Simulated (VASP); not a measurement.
# PtSe2 (P-3m1) in VASP: notebook

PtSe2 is run at these levels: LDA; tasks: single point.

Program: VASP 6.6.1. These are calculated values, not measurements. Logs are shortened: lines on timing, memory, paths and dates and some standing lists are left out, and cuts for length are marked.

## (1) The cell of the first run

Symmetry: P-3m1, No. 164, trigonal system. Conventional cell: a = 3.726 Å, b = 3.726 Å, c = 4.610 Å, α = 90.00°, β = 90.00°, γ = 120.00°. Within 3.3 Å of Pt (site symmetry -3m) lie 6 Se at 2.49 Å. Se (site symmetry 3m) has 3 Pt at 2.49 Å and 6 Se at 3.01 to 3.30 Å within 3.4 Å.

## (2) Single point, LDA (18.47 Å³/atom)

Input file INCAR:

```
SYSTEM = PtSe2
  ALGO = Normal
  EDIFF = 1E-7
  ENCUT = 520
  ISIF = 2
  ISMEAR = 0
  LASPH = .True.
  LCHARG = .True.
  LELF = .True.
  LREAL = .False.
  LVHAR = .True.
  LWAVE = .False.
  NBANDS = 18
  NELM = 100
  PREC = Accurate
  SIGMA = 0.05
```

Input file KPOINTS:

```
k-points
0
Gamma
  10 10 8
  0 0 0
```

Input file POSCAR:

```
PtSe2
1.0
    3.7256520216      0.0000000000      0.0000000000
   -1.8628260108      3.2265092964      0.0000000000
    0.0000000000      0.0000000000      4.6100582758
Pt Se
1 2
Direct
    0.0000000000      0.0000000000      0.0000000000
    0.3333333333      0.6666666667      0.2718572739
    0.6666666667      0.3333333333      0.7281427261
```

Potentials or basis: VASP PAW LDA potentials, release 64 (Pt, Se).

Run with:

```console
> cat potpaw_LDA.64/Pt/POTCAR potpaw_LDA.64/Se/POTCAR > POTCAR
> mpirun -np 1 vasp_std > vasp.out
```

OUTCAR:

```text
SYSTEM = PtSe2
   EDIFF = 1E-7
   ENCUT = 520
   ISIF = 2
   ISMEAR = 0
   LASPH = .True.
   LREAL = .False.
   NELM = 100
   PREC = Accurate

 ion  position               nearest neighbor table
   1  0.000  0.000  0.000-   2 2.49   3 2.49   3 2.49   2 2.49   3 2.49   2 2.49
   2  0.333  0.667  0.272-   1 2.49   1 2.49   1 2.49
   3  0.667  0.333  0.728-   1 2.49   1 2.49   1 2.49

  LATTYP: Found a hexagonal cell.
 ALAT       =     3.7256520216
 C/A-ratio  =     1.2373829464

  Lattice vectors:

 A1 = (   3.7256520216,   0.0000000000,   0.0000000000)
 A2 = (  -1.8628260108,   3.2265092964,   0.0000000000)
 A3 = (   0.0000000000,   0.0000000000,   4.6100582758)

Analysis of symmetry for initial positions (statically):
=====================================================================
 Subroutine PRICEL returns:
 Original cell was already a primitive cell.

 Routine SETGRP: Setting up the symmetry group for a
 hexagonal supercell.

 Subroutine GETGRP returns: Found 12 space group operations
 (whereof 12 operations were pure point group operations)
 out of a pool of 24 trial point group operations.

The static configuration has the point symmetry D_3d.

Analysis of symmetry for dynamics (positions and initial velocities):
=====================================================================
 Subroutine PRICEL returns:
 Original cell was already a primitive cell.

 Routine SETGRP: Setting up the symmetry group for a
 hexagonal supercell.

 Subroutine GETGRP returns: Found 12 space group operations
 (whereof 12 operations were pure point group operations)
 out of a pool of 24 trial point group operations.

The dynamic configuration has the point symmetry D_3d.

 Subroutine INISYM returns: Found 12 space group operations
 (whereof 12 operations are pure point group operations),
 and found     1 'primitive' translations

----------------------------------------------------------------------------------------

                                     Primitive cell

  volume of cell :      55.4168

  direct lattice vectors                    reciprocal lattice vectors
     3.725652022  0.000000000  0.000000000     0.268409394  0.154966236  0.000000000
    -1.862826011  3.226509296  0.000000000     0.000000000  0.309932471  0.000000000
     0.000000000  0.000000000  4.610058276     0.000000000  0.000000000  0.216916998

  length of vectors
     3.725652022  3.725652022  4.610058276     0.309932471  0.309932471  0.216916998

  position of ions in fractional coordinates (direct lattice)
     0.000000000  0.000000000  0.000000000
     0.333333333  0.666666667  0.271857274
     0.666666667  0.333333333  0.728142726

  ion indices of the primitive-cell ions
   primitive index   ion index
                 1           1
                 2           2
                 3           3

----------------------------------------------------------------------------------------

 KPOINTS: k-points

Automatic generation of k-mesh.
 Grid dimensions read from file:
 generate k-points for:   10   10    8

 Generating k-lattice:

  Cartesian coordinates                     Fractional coordinates (reciprocal lattice)
     0.026840939  0.015496624  0.000000000     0.100000000  0.000000000  0.000000000
     0.000000000  0.030993247  0.000000000     0.000000000  0.100000000  0.000000000
     0.000000000  0.000000000  0.027114625     0.000000000  0.000000000  0.125000000

  Length of vectors
     0.030993247  0.030993247  0.027114625

  Shift w.r.t. Gamma in fractional coordinates (k-lattice)
     0.000000000  0.000000000  0.000000000

 Subroutine IBZKPT returns following result:
 ===========================================

 Found     94 irreducible k-points:

 Following reciprocal coordinates:
            Coordinates               Weight
  0.000000  0.000000  0.000000      1.000000
  0.100000  0.000000  0.000000      6.000000
  0.200000  0.000000  0.000000      6.000000
  0.300000  0.000000  0.000000      6.000000
  0.400000  0.000000  0.000000      6.000000
  0.500000  0.000000  0.000000      3.000000
[... 41 lines left out ...]

 Free energy of the ion-electron system (eV)
  ---------------------------------------------------
  ext. energy  EPLUGINS =         0.00000000
  ---------------------------------------------------
  free energy    TOTEN  =       -17.07027350 eV

  energy without entropy =      -17.06944586  energy(sigma->0) =      -17.06985968

 E-fermi :   7.5891     XC(G=0): -11.4272

 val. band max:        7.5889940490   @ k =   0.2000   0.1000   0.5000
 cond. band min:       7.6807198097   @ k =   0.4000   0.2000   0.0000
 fundamental gap:      0.0917257606
 Fermi energy:         7.5890861120

 k-point     1 :       0.0000    0.0000    0.0000
  band No.  band energies     occupation
      1      -8.5923      2.00000
      2      -4.8962      2.00000
      3       0.0762      2.00000
      4       1.0019      2.00000
      5       1.0019      2.00000
      6       3.6369      2.00000
[... 10 lines left out ...]
     17      14.8326      0.00000
     18      19.3309      0.00000

 k-point     2 :       0.1000    0.0000    0.0000
  band No.  band energies     occupation
      1      -8.4762      2.00000
      2      -4.9867      2.00000
      3       0.2187      2.00000
      4       1.0777      2.00000
      5       1.1414      2.00000
      6       3.4772      2.00000
[... 10 lines left out ...]
     17      15.1618      0.00000
     18      18.0041      0.00000

 k-point     3 :       0.2000    0.0000    0.0000
  band No.  band energies     occupation
      1      -8.1418      2.00000
      2      -5.2240      2.00000
      3       0.6210      2.00000
      4       1.2862      2.00000
      5       1.4979      2.00000
      6       2.8230      2.00000
[... 10 lines left out ...]
     17      15.8659      0.00000
     18      16.5498      0.00000

 k-point     4 :       0.3000    0.0000    0.0000
  band No.  band energies     occupation
      1      -7.6354      2.00000
      2      -5.5464      2.00000
      3       1.1342      2.00000
      4       1.4544      2.00000
      5       1.5609      2.00000
      6       2.3780      2.00000
[... 375 lines left out ...]
      4       1.8058      2.00000
      5       2.1461      2.00000
      6       2.7819      2.00000
[... 10 lines left out ...]
     17      15.8223      0.00000
     18      17.3294      0.00000

 k-point    23 :       0.0000    0.4000    0.1250
  band No.  band energies     occupation
      1      -7.0664      2.00000
      2      -5.8314      2.00000
      3       0.1891      2.00000
      4       1.3819      2.00000
      5       1.6219      2.00000
      6       3.3023      2.00000
[... 10 lines left out ...]
     17      16.2256      0.00000
     18      17.6584      0.00000

 k-point    24 :       0.5000    0.0000    0.1250
  band No.  band energies     occupation
      1      -6.6272      2.00000
      2      -6.2077      2.00000
      3       0.0517      2.00000
      4       1.7551      2.00000
      5       1.8763      2.00000
      6       3.6218      2.00000
[... 10 lines left out ...]
     17      16.0167      0.00000
     18      18.8693      0.00000

 [... further k-points ...]
[... 5 lines left out ...]
  --------------------------------------------------------------------------------------
  -------------------------------------------------------------------------------------
  Total        1.2677481      1.2677481      1.2152168     -0.0000000     -0.0000000      0.0000000
  in kB       36.6523579     36.6523579     35.1336063     -0.0000000     -0.0000000      0.0000000
  external PRESSURE =      36.1461073 kB  Pullay stress =       0.0000000 kB

 VOLUME and BASIS-vectors are now :
 -----------------------------------------------------------------------------
  energy-cutoff  :      520.00
  volume of cell :       55.42
      direct lattice vectors                 reciprocal lattice vectors
     3.725652022  0.000000000  0.000000000     0.268409394  0.154966236  0.000000000
    -1.862826011  3.226509296  0.000000000     0.000000000  0.309932471  0.000000000
     0.000000000  0.000000000  4.610058276     0.000000000  0.000000000  0.216916998

 POSITION                                       TOTAL-FORCE (eV/Angst)
 -----------------------------------------------------------------------------------
      0.00000      0.00000      0.00000         0.000000      0.000000      0.000000
     -0.00000      2.15101      1.25328         0.000000     -0.000000      0.050350
      1.86283      1.07550      3.35678        -0.000000      0.000000     -0.050350
 -----------------------------------------------------------------------------------
    total drift:                               -0.000000      0.000000      0.000000

  FREE ENERGIE OF THE ION-ELECTRON SYSTEM (eV)
  ---------------------------------------------------
  free  energy   TOTEN  =       -17.0702735041 eV

  energy  without entropy=      -17.0694458646  energy(sigma->0) =      -17.06985968
```

Run time: 71 s. Hardware: 1 thread of Intel Xeon 8259CL, shared host; peak memory 0.22 GiB.

Results:

| Quantity | Value |
| --- | --- |
| Free energy | -17.0703 eV |
| Pressure | 3.6 GPa |
| Largest force | 0.050 eV/Å |
| Band gap on the k mesh | zero (bands 11 and 12 overlap by 1.06 eV) |

Forces on the atoms (eV/Å):
```
Pt   0.000  0.000  0.000
Se   0.000  0.000  0.050
Se   0.000  0.000 -0.050
```

Levels at points of the mesh, in eV from the Fermi level:
```tsv
k point	band 9	band 10	band 11	band 12	band 13	band 14
(0.00, 0.00, 0.00)	-1.00	-1.00	0.97	0.97	1.04	3.03
(0.50, 0.00, 0.00)	-3.45	-3.38	-3.00	0.53	2.88	5.33
(0.00, 0.00, 0.50)	-1.92	-1.92	-1.63	2.62	2.62	5.09
(0.50, 0.00, 0.50)	-3.16	-2.61	-1.01	0.50	1.65	4.90
```

Caveat: the cell stands under pressure; spin-orbit coupling is left out, which moves the levels of the heavy elements.

## (3) Single point, LDA (18.86 Å³/atom)

This run uses another cell than the first one, of 18.86 Å³/atom.

Input file INCAR:

```
SYSTEM = PtSe2
ALGO = Normal
EDIFF = 1E-6
ENCUT = 520
ISIF = 2
ISMEAR = 0
LASPH = .True.
LCHARG = .False.
LREAL = .False.
LWAVE = .False.
NBANDS = 18
NELM = 100
PREC = Accurate
SIGMA = 0.05
```

KPOINTS is that of step 2.

Input file POSCAR:

```
PtSe2
1.0
    3.7357308301      0.0000000000      0.0000000000
   -1.8678654151      3.2352378006      0.0000000000
    0.0000000000      0.0000000000      4.6807417771
Pt Se
1 2
Direct
    0.0000000000      0.0000000000      0.0000000000
    0.3333333333      0.6666666667      0.2683795269
    0.6666666667      0.3333333333      0.7316204731
```

Potentials or basis: VASP PAW LDA potentials, release 64 (Pt, Se).

Run with:

```console
> cat potpaw_LDA.64/Pt/POTCAR potpaw_LDA.64/Se/POTCAR > POTCAR
> mpirun -np 1 vasp_std > vasp.out
```

Run time: 65 s. Hardware: 1 thread of Intel Xeon 8259CL, shared host; peak memory 0.22 GiB.

The run converged. Its results:

* Free energy: -17.0877 eV
* Pressure: 1.8 GPa
* Largest force: 0.049 eV/Å
* Band gap on the k mesh: zero (bands 11 and 12 overlap by 1.09 eV)

Forces on the atoms (eV/Å):
```
Pt   0.000  0.000  0.000
Se   0.000  0.000  0.049
Se   0.000  0.000 -0.049
```

Stress tensor (GPa, compression positive):
```
1.87 0.00 0.00
0.00 1.87 0.00
0.00 0.00 1.68
```

Levels at points of the mesh, in eV from the Fermi level:
```tsv
k point	band 8	band 9	band 10	band 11	band 12	band 13	band 14	band 15
(0.00, 0.00, 0.00)	-2.49	-1.02	-1.02	0.95	1.03	1.03	3.08	4.29
(0.50, 0.00, 0.00)	-3.72	-3.44	-3.38	-2.99	0.51	2.74	5.20	6.21
(0.00, 0.00, 0.50)	-3.01	-1.84	-1.84	-1.65	2.52	2.52	5.01	6.50
(0.50, 0.00, 0.50)	-3.46	-3.17	-2.66	-1.05	0.56	1.57	4.83	5.26
```

Caveat: spin-orbit coupling is left out, which moves the levels of the heavy elements.

## (4) Single point, LDA

This run uses another cell than the first one, of 19.24 Å³/atom.

Input file INCAR:

```
SYSTEM = PtSe2
  ALGO = Normal
  EDIFF = 1E-7
  ENCUT = 520
  GGA = CA
  ISIF = 2
  ISMEAR = 0
  LASPH = .TRUE.
  LCHARG = .FALSE.
  LREAL = .FALSE.
  LWAVE = .FALSE.
  NBANDS = 18
  NELM = 80
  PREC = Accurate
  SIGMA = 0.05
```

Input file KPOINTS:

```
k-points
0
G
  10 10 8
  0 0 0
```

Input file POSCAR:

```
PtSe2
1.0
    3.7426818375      0.0000000000      0.0000000000
   -1.8713409187      3.2412575495      0.0000000000
    0.0000000000      0.0000000000      4.7585423759
Pt Se
1 2
Direct
    0.0000000000      0.0000000000      0.0000000000
    0.3333333333      0.6666666667      0.2645075981
    0.6666666667      0.3333333333      0.7354924019
```

Run with:

```console
> cat potpaw_LDA.64/Pt/POTCAR potpaw_LDA.64/Se/POTCAR > POTCAR
> mpirun -np 1 vasp_std > vasp.out
```

It took 75 s on 1 thread of Intel Xeon 8259CL, shared host; peak memory 0.22 GiB.

The run converged. Its results:

* Free energy: -17.0932 eV
* Pressure: 0.4 GPa
* Largest force: 0.051 eV/Å
* Band gap on the k mesh: zero (bands 11 and 12 overlap by 1.01 eV)

Forces on the atoms (eV/Å):
```
Pt   0.000  0.000  0.000
Se   0.000  0.000  0.051
Se   0.000  0.000 -0.051
```

Stress tensor (GPa, compression positive):
```
0.48 0.00 0.00
0.00 0.48 0.00
0.00 0.00 0.28
```

Levels at points of the mesh, in eV from the Fermi level:
| k point | band 7 | band 8 | band 9 | band 10 | band 11 | band 12 | band 13 | band 14 | band 15 | band 16 |
| --- | --- | --- | --- | --- | --- | --- | --- | --- | --- | --- |
| (0.00, 0.00, 0.00) | -3.93 | -2.49 | -1.03 | -1.03 | 0.85 | 1.12 | 1.12 | 3.16 | 4.19 | 7.22 |
| (0.50, 0.00, 0.00) | -3.85 | -3.80 | -3.43 | -3.37 | -2.97 | 0.52 | 2.63 | 5.07 | 6.11 | 7.05 |
| (0.00, 0.00, 0.50) | -3.99 | -3.00 | -1.76 | -1.76 | -1.66 | 2.44 | 2.44 | 4.95 | 6.53 | 6.53 |
| (0.50, 0.00, 0.50) | -3.46 | -3.46 | -3.16 | -2.69 | -1.09 | 0.64 | 1.52 | 4.79 | 5.07 | 7.76 |

Caveat: spin-orbit coupling is left out, which moves the levels of the heavy elements.

## (5) Single point, LDA (19.63 Å³/atom)

This run uses another cell than the first one, of 19.63 Å³/atom.

Input file INCAR:

```
SYSTEM = PtSe2
PREC     = Accurate       ! precision mode
ENCUT    = 520            ! plane-wave cutoff, eV
EDIFF    = 1E-7           ! SCF threshold, eV
ISMEAR   = 0              ! smearing method
SIGMA    = 0.05           ! smearing width, eV
LREAL    = .FALSE.        ! projectors in reciprocal space
LASPH    = .TRUE.         ! aspherical terms in the spheres
NELM     = 80             ! most SCF steps
ALGO     = Normal         ! electronic algorithm
ISIF     = 2              ! what is computed and relaxed
LWAVE    = .FALSE.        ! write WAVECAR
LCHARG   = .FALSE.        ! write CHGCAR
NBANDS   = 18             ! bands
```

Input file KPOINTS:

```
Automatic mesh
0
G
  10 10 8
  0 0 0
```

Input file POSCAR:

```
PtSe2
1.0
    3.7492444909      0.0000000000      0.0000000000
   -1.8746222454      3.2469409741      0.0000000000
    0.0000000000      0.0000000000      4.8367362779
Pt Se
1 2
Direct
    0.0000000000      0.0000000000      0.0000000000
    0.3333333333      0.6666666667      0.2606095738
    0.6666666667      0.3333333333      0.7393904262
```

Run with:

```console
> cat potpaw_LDA.64/Pt/POTCAR potpaw_LDA.64/Se/POTCAR > POTCAR
> mpirun -np 1 vasp_std > vasp.out
```

Run time: 71 s. Hardware: 1 thread of Intel Xeon 8259CL, shared host; peak memory 0.23 GiB.

Results (log left out):

```yaml
Free_energy: -17.0898 eV
Pressure: -0.7 GPa
Largest_force: 0.047 eV/Å
Band_gap_on_the_k_mesh: zero (bands 11 and 12 overlap by 0.91 eV)
```

Forces on the atoms (eV/Å):
```
Pt   0.000  0.000  0.000
Se   0.000  0.000  0.047
Se   0.000  0.000 -0.047
```

Stress tensor (GPa, compression positive):
```
-0.71  0.00  0.00
 0.00 -0.71  0.00
 0.00  0.00 -0.80
```

Levels at points of the mesh, in eV from the Fermi level:
| k point | band 7 | band 8 | band 9 | band 10 | band 11 | band 12 | band 13 | band 14 | band 15 | band 16 |
| --- | --- | --- | --- | --- | --- | --- | --- | --- | --- | --- |
| (0.00, 0.00, 0.00) | -3.91 | -2.47 | -1.03 | -1.03 | 0.76 | 1.21 | 1.21 | 3.26 | 4.11 | 7.22 |
| (0.50, 0.00, 0.00) | -3.82 | -3.73 | -3.42 | -3.35 | -2.94 | 0.54 | 2.53 | 4.97 | 6.02 | 7.04 |
| (0.00, 0.00, 0.50) | -3.96 | -2.97 | -1.67 | -1.67 | -1.65 | 2.38 | 2.38 | 4.90 | 6.49 | 6.57 |
| (0.50, 0.00, 0.50) | -3.44 | -3.44 | -3.15 | -2.71 | -1.13 | 0.73 | 1.48 | 4.76 | 4.91 | 7.62 |

Caveat: spin-orbit coupling is left out, which moves the levels of the heavy elements.

## (6) Single point, LDA (20.01 Å³/atom)

This run uses another cell than the first one, of 20.01 Å³/atom.

Input file INCAR:

```
SYSTEM = PtSe2
PREC = Accurate
ENCUT = 520
EDIFF = 1E-6
ISMEAR = 0
SIGMA = 0.05
LREAL = .FALSE.
LASPH = .TRUE.
NELM = 80
ALGO = Normal
ISIF = 2
LWAVE = .FALSE.
LCHARG = .TRUE.
GGA = CA
LELF = .TRUE.
LVHAR = .TRUE.
NBANDS = 18
```

Input file KPOINTS:

```
regular mesh
0
G
  10 10 8
  0 0 0
```

Input file POSCAR:

```
PtSe2
1.0
    3.7528908609      0.0000000000      0.0000000000
   -1.8764454304      3.2500988232      0.0000000000
    0.0000000000      0.0000000000      4.9219957034
Pt Se
1 2
Direct
    0.0000000000      0.0000000000      0.0000000000
    0.3333333333      0.6666666667      0.2564981705
    0.6666666667      0.3333333333      0.7435018295
```

Potentials or basis: VASP PAW LDA potentials, release 64 (Pt, Se).

Run with:

```console
> cat potpaw_LDA.64/Pt/POTCAR potpaw_LDA.64/Se/POTCAR > POTCAR
> mpirun -np 1 vasp_std > vasp.out
```

Run time: 81 s. Hardware: 1 thread of Intel Xeon 8259CL, shared host; peak memory 0.23 GiB.

It converged, with:

```
Free energy            : -17.0793 eV
Pressure               : -1.6 GPa
Largest force          : 0.049 eV/Å
Band gap on the k mesh : zero (bands 11 and 12 overlap by 0.78 eV)
```

Forces in eV/Å, atoms in the order of the input:
```
Pt   0.000  0.000  0.000
Se   0.000  0.000  0.049
Se   0.000  0.000 -0.049
```

Levels at points of the mesh, in eV from the Fermi level:
| k point | band 9 | band 10 | band 11 | band 12 | band 13 | band 14 |
| --- | --- | --- | --- | --- | --- | --- |
| (0.00, 0.00, 0.00) | -1.03 | -1.03 | 0.64 | 1.29 | 1.29 | 3.36 |
| (0.50, 0.00, 0.00) | -3.41 | -3.34 | -2.93 | 0.57 | 2.44 | 4.85 |
| (0.00, 0.00, 0.50) | -1.66 | -1.59 | -1.59 | 2.33 | 2.33 | 4.84 |
| (0.50, 0.00, 0.50) | -3.14 | -2.75 | -1.19 | 0.82 | 1.45 | 4.73 |

Caveat: spin-orbit coupling is left out, which moves the levels of the heavy elements.

## (7) Summary

```tsv
cell	gap on the mesh (eV)	pressure (GPa)	largest force (eV/Å)
a = 3.726, b = 3.726, c = 4.610 Å, angles 90.0, 90.0, 120.0°, 3 atoms, atomic positions A	none	3.6	0.05
a = 3.736, b = 3.736, c = 4.681 Å, angles 90.0, 90.0, 120.0°, 3 atoms, atomic positions B	none	1.8	0.05
a = 3.743, b = 3.743, c = 4.759 Å, angles 90.0, 90.0, 120.0°, 3 atoms, atomic positions C	none	0.4	0.05
a = 3.749, b = 3.749, c = 4.837 Å, angles 90.0, 90.0, 120.0°, 3 atoms, atomic positions D	none	-0.7	0.05
a = 3.753, b = 3.753, c = 4.922 Å, angles 90.0, 90.0, 120.0°, 3 atoms, atomic positions E	none	-1.6	0.05
```

Alike in all rows: task single point; level LDA; potentials or basis VASP PAW LDA potentials, release 64 (Pt, Se); no spin polarisation; k mesh 10 × 10 × 8; cutoff (eV) 520; smearing gaussian 0.05 eV.

Caveats: spin-orbit coupling is left out, which moves the levels of the heavy elements; the cell stands under pressure (at least some runs).

Absolute energies hang on the potentials; compare differences alone.

The gap in the log of VASP goes by the Fermi energy; the results here count the filled bands.